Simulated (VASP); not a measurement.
Input of a VASP 6.6.1 run:

INCAR

```
SYSTEM = SiO2
ALGO = Normal
EDIFF = 1E-6
ENCUT = 520
GGA = PE
ISIF = 2
ISMEAR = 0
LASPH = .TRUE.
LCHARG = .FALSE.
LREAL = .FALSE.
LWAVE = .FALSE.
NBANDS = 25
NELM = 100
PREC = Accurate
SIGMA = 0.05
```

File KPOINTS:

```
k-points
0
G
  6 6 6
  0 0 0
```

File POSCAR:

```
SiO2
1.0
   -2.3877008061      2.3877008061      3.6893906705
    2.3877008061     -2.3877008061      3.6893906705
    2.3877008061      2.3877008061     -3.6893906705
Si O
2 4
Direct
    0.0000000000      0.0000000000      0.0000000000
    0.7500000000      0.2500000000      0.5000000000
    0.9670112602      0.6250000000      0.8420112602
    0.3750000000      0.2170112602      0.3420112602
    0.7829887398      0.1250000000      0.1579887398
    0.8750000000      0.0329887398      0.6579887398
```

Potentials or basis: VASP PAW PBE potentials, release 64 (Si, O).

The run is started by

```bash
$ cat potpaw_PBE.64/Si/POTCAR potpaw_PBE.64/O/POTCAR > POTCAR
$ mpirun -np 1 vasp_std > vasp.out
```

Q: What does it give for the largest force?

A: 1.224 eV/Å.

Q: Predict the pressure.

A: 19.3 GPa.

Q: Estimate the band gap on the k mesh.

A: 6.19 eV, direct.

Stress tensor (GPa, compression positive):
```
20.00  0.00  0.00
 0.00 20.00  0.00
 0.00  0.00 17.92
```

Caveat: the cell differs from its parent crystal (strain -0.050 along x and y, +0.000 along z); forces of over 1 eV/Å act on the atoms, so gaps and moduli don't describe the material at rest. A k mesh can miss the band edges.
